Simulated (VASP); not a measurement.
# TaC2 (P4/mmm) in VASP: density of states with PBE

Aim: the density of states of TaC2 with PBE.

Program: VASP 6.6.1. These are calculated values, not measurements. Logs are shortened: lines on timing, memory, paths and dates and some standing lists are left out, and cuts for length are marked.

### 1 The cell of the first run

Symmetry: P4/mmm, No. 123, tetragonal system. Conventional cell: a = 4.239 Å, b = 4.239 Å, c = 2.746 Å, α = 90.00°, β = 90.00°, γ = 90.00°. Ta (site symmetry 4/mmm) has 4 C at 2.12 Å and 2 Ta at 2.75 Å within 2.8 Å. Within 2.8 Å of C (site symmetry mmm) lie 2 Ta at 2.12 Å and 2 C at 2.75 Å.

### 2 Density of states, PBE

Contents of POSCAR:

```
TaC2
1.0
    4.2388193130      0.0000000000      0.0000000000
    0.0000000000      4.2388193130      0.0000000000
    0.0000000000      0.0000000000      2.7457012372
Ta C
1 2
Direct
    0.0000000000      0.0000000000      0.5000000000
    0.0000000000      0.5000000000      0.5000000000
    0.5000000000      0.0000000000      0.5000000000
```

Contents of INCAR.step1:

```
  PREC = Accurate
  ENCUT = 520
  EDIFF = 1E-7
  ISMEAR = 0
  SIGMA = 0.1
  LREAL = False
  LASPH = True
  NELM = 80
  ALGO = Normal
  ISIF = 2
  LWAVE = False
  LCHARG = True
  LMAXMIX = 4
  GGA = PE
  NBANDS = 16
```

Contents of KPOINTS.step1:

```
Automatic mesh
0
Gamma
  12 12 16
```

Contents of INCAR.step2:

```
  PREC = Accurate
  ENCUT = 520
  EDIFF = 1E-7
  ISMEAR = -5
  SIGMA = 0.1
  LREAL = False
  LASPH = True
  NELM = 80
  ALGO = Normal
  ISIF = 2
  LWAVE = False
  LCHARG = False
  LMAXMIX = 4
  GGA = PE
  LORBIT = 10
  NBANDS = 16
  NEDOS = 1001
  ICHARG = 11
```

Contents of KPOINTS.step2:

```
Automatic mesh
0
Gamma
  18 18 24
```

Potentials or basis: VASP PAW PBE potentials, release 64 (Ta_pv, C).

Command:

```
$ cat potpaw_PBE.64/Ta_pv/POTCAR potpaw_PBE.64/C/POTCAR > POTCAR
$ cp INCAR.step1 INCAR
$ cp KPOINTS.step1 KPOINTS
$ mpirun -np 1 vasp_std > vasp.out
$ cp INCAR.step2 INCAR
$ cp KPOINTS.step2 KPOINTS
$ mpirun -np 1 vasp_std > vasp.out
```

OUTCAR:

```text
PREC = Accurate
   ENCUT = 520
   EDIFF = 1E-7
   ISMEAR = -5
   LREAL = False
   LASPH = True
   NELM = 80
   ISIF = 2
   GGA = PE
   LORBIT = 10
   ICHARG = 11

 ion  position               nearest neighbor table
   1  0.000  0.000  0.500-   2 2.12   3 2.12   2 2.12   3 2.12
   2  0.000  0.500  0.500-   1 2.12   1 2.12
   3  0.500  0.000  0.500-   1 2.12   1 2.12

  LATTYP: Found a simple tetragonal cell.
 ALAT       =     4.2388193130
 C/A-ratio  =     0.6477514219

  Lattice vectors:

 A1 = (   4.2388193130,   0.0000000000,   0.0000000000)
 A2 = (   0.0000000000,   4.2388193130,   0.0000000000)
 A3 = (   0.0000000000,   0.0000000000,   2.7457012372)

Analysis of symmetry for initial positions (statically):
=====================================================================
 Subroutine PRICEL returns:
 Original cell was already a primitive cell.

 Routine SETGRP: Setting up the symmetry group for a
 simple tetragonal supercell.

 Subroutine GETGRP returns: Found 16 space group operations
 (whereof 16 operations were pure point group operations)
 out of a pool of 16 trial point group operations.

The static configuration has the point symmetry D_4h.

Analysis of symmetry for dynamics (positions and initial velocities):
=====================================================================
 Subroutine PRICEL returns:
 Original cell was already a primitive cell.

 Routine SETGRP: Setting up the symmetry group for a
 simple tetragonal supercell.

 Subroutine GETGRP returns: Found 16 space group operations
 (whereof 16 operations were pure point group operations)
 out of a pool of 16 trial point group operations.

The dynamic configuration has the point symmetry D_4h.

 Subroutine INISYM returns: Found 16 space group operations
 (whereof 16 operations are pure point group operations),
 and found     1 'primitive' translations

----------------------------------------------------------------------------------------

                                     Primitive cell

  volume of cell :      49.3336

  direct lattice vectors                    reciprocal lattice vectors
     4.238819313  0.000000000  0.000000000     0.235914750  0.000000000  0.000000000
     0.000000000  4.238819313  0.000000000     0.000000000  0.235914750  0.000000000
     0.000000000  0.000000000  2.745701237     0.000000000  0.000000000  0.364205685

[... 88 lines left out ...]
   LREAL  =      F    real-space projection
   EDIFFG = 0.1E-05   stopping-criterion for IOM
   NSW    =      0    number of steps for IOM
   IBRION =     -1    ionic relax: 0-MD 1-quasi-New 2-CG
   NFREE  =      0    steps in history (QN), initial steepest desc. (CG)
   ISIF   =      2    stress and relaxation
   ISYM   =      2    0-nonsym 1-usesym 2-fastsym
   POTIM  = 0.5000    time-step for ionic-motion
   TEBEG  =    0.0;   TEEND  =   0.0 temperature during run
   PSTRESS=    0.0 pullay stress
   NELECT =      19.0000    total number of electrons
   NUPDOWN=      -1.0000    fix difference up-down
   EMIN   =  10.00;   EMAX   =-10.00  energy-range for DOS
   EFERMI =   0.00;   METHOD = LEGACY
   ISMEAR =    -5;   SIGMA  =   0.10  broadening in eV -4-tet -1-fermi 0-gaus
   EFERMI_NEDOS =   21; number of points for ismear=-14 and -15
   IALGO  =     38    algorithm
   IMIX   =      4    mixing-type and parameters
     AMIX     =   0.40;   BMIX     =  1.00
     AMIX_MAG =   1.60;   BMIX_MAG =  1.00
  volume/ion in A,a.u.               =      16.44       110.97
  Fermi-wavevector in a.u.,A,eV,Ry     =   1.191091  2.250836 19.302560  1.418698
  Thomas-Fermi vector in A             =   2.327161
   LORBIT       =     10    0 simple, 1 ext, 2 COOP (PROOUT), +10 PAW based schemes
   GGA     = PE    functional components
   LHFCALC =     F    Hartree Fock is set to
   AEXX    =    0.0000 exact exchange contribution
   IVDW    =     0    specifies the selected vdW correction
   LEPSILON=     F    determine dielectric tensor
   LRPA    =     F    only Hartree local field effects (RPA)
 non-spin polarized calculation
 Fermi weights with tetrahedron method with Bloechl corrections
  energy-cutoff  :      520.00
  volume of cell :       49.33
 maximum number of plane-waves:      1354
 NGX is ok and might be reduce to    32

 number of electron      18.9999997 magnetization

 Free energy of the ion-electron system (eV)
  ---------------------------------------------------
  ext. energy  EPLUGINS =         0.00000000
  ---------------------------------------------------
  free energy    TOTEN  =       -23.39011989 eV

  energy without entropy =      -23.39011989  energy(sigma->0) =      -23.39011989

 E-fermi :   1.8456     XC(G=0):  -9.9799

 val. band max:        1.9011037946   @ k =   0.2778   0.1111   0.4583
 cond. band min:       1.7923396143   @ k =   0.0556   0.0556   0.5000
 fundamental gap:     -0.1087641803
 Fermi energy:         1.8455876623

 k-point     1 :       0.0000    0.0000    0.0000
  band No.  band energies     occupation
      1     -31.8669      2.00000
      2     -31.8669      2.00000
      3     -31.4353      2.00000
      4      -9.4210      2.00000
      5      -7.7933      2.00000
      6      -0.7189      2.00000
[... 433 lines left out ...]
      3     -31.4343      2.00000
      4      -8.7011      2.00000
      5      -7.4368      2.00000
      6      -1.7976      2.00000
[... 8 lines left out ...]
     15       8.4694      0.00000
     16      10.3169      0.00000

 [... further k-points ...]
[... 5 lines left out ...]
  --------------------------------------------------------------------------------------
  -------------------------------------------------------------------------------------
  Total        0.1356006      0.1356006     -0.0600850      0.0000000     -0.0000000     -0.0000000
  in kB        4.4038159      4.4038159     -1.9513443      0.0000000     -0.0000000     -0.0000000
  external PRESSURE =       2.2854292 kB  Pullay stress =       0.0000000 kB

 VOLUME and BASIS-vectors are now :
 -----------------------------------------------------------------------------
  energy-cutoff  :      520.00
  volume of cell :       49.33
      direct lattice vectors                 reciprocal lattice vectors
     4.238819313  0.000000000  0.000000000     0.235914750  0.000000000  0.000000000
     0.000000000  4.238819313  0.000000000     0.000000000  0.235914750  0.000000000
     0.000000000  0.000000000  2.745701237     0.000000000  0.000000000  0.364205685

 POSITION                                       TOTAL-FORCE (eV/Angst)
 -----------------------------------------------------------------------------------
      0.00000      0.00000      1.37285         0.000000      0.000000      0.000000
      0.00000      2.11941      1.37285         0.000000      0.000000      0.000000
      2.11941      0.00000      1.37285         0.000000      0.000000      0.000000
 -----------------------------------------------------------------------------------
    total drift:                                0.000000      0.000000     -0.000000

  FREE ENERGIE OF THE ION-ELECTRON SYSTEM (eV)
  ---------------------------------------------------
  free  energy   TOTEN  =       -23.3901198933 eV

  energy  without entropy=      -23.3901198933  energy(sigma->0) =      -23.39011989

 total charge

# of ion       s       p       d       tot
------------------------------------------
    1        0.403   6.267   2.371   9.040
    2        0.986   1.207   0.000   2.194
    3        0.986   1.207   0.000   2.194
--------------------------------------------------
tot          2.375   8.681   2.371  13.427
```

OSZICAR.step1:

```text
N       E                     dE             d eps       ncg     rms          rms(c)
DAV:   1     0.991907827057E+02    0.99191E+02   -0.98250E+03  8072   0.107E+03
DAV:   2    -0.213660112381E+02   -0.12056E+03   -0.11693E+03 10744   0.271E+02
DAV:   3    -0.252382519028E+02   -0.38722E+01   -0.38398E+01  9808   0.456E+01
DAV:   4    -0.252845185204E+02   -0.46267E-01   -0.46237E-01 10480   0.542E+00
DAV:   5    -0.252852977596E+02   -0.77924E-03   -0.77914E-03  9952   0.640E-01    0.208E+01
DAV:   6    -0.237646645393E+02    0.15206E+01   -0.14140E+01 10560   0.183E+01    0.892E+00
DAV:   7    -0.234513310462E+02    0.31333E+00   -0.19969E+00  9816   0.733E+00    0.706E+00
DAV:   8    -0.233946041341E+02    0.56727E-01   -0.21192E-01  9448   0.336E+00    0.303E-01
DAV:   9    -0.233947902040E+02   -0.18607E-03   -0.68791E-03 10464   0.618E-01    0.175E-01
DAV:  10    -0.233952739327E+02   -0.48373E-03   -0.84200E-04  9968   0.168E-01    0.339E-02
DAV:  11    -0.233953285156E+02   -0.54583E-04   -0.10109E-04  9680   0.513E-02    0.217E-02
DAV:  12    -0.233953551438E+02   -0.26628E-04   -0.41749E-05  9680   0.387E-02    0.440E-03
DAV:  13    -0.233953559762E+02   -0.83241E-06   -0.18433E-06 10280   0.968E-03    0.166E-03
DAV:  14    -0.233953561392E+02   -0.16297E-06   -0.56042E-07  9528   0.444E-03    0.483E-04
DAV:  15    -0.233953561749E+02   -0.35656E-07   -0.10770E-08  6600   0.845E-04
   1 F= -.23395356E+02 E0= -.23390682E+02  d E =-.934754E-02
```

Run time: 3.8 min. Hardware: 1 thread of Intel Xeon 6975P-C, shared host; peak memory 0.62 GiB.

Results:

```
Valence electrons inside the program's atomic spheres : Ta 9.04; C 2.19
```

Caveat: spin-orbit coupling is left out, which moves the levels of the heavy elements; tetrahedron occupations give inexact forces and stress in metals.
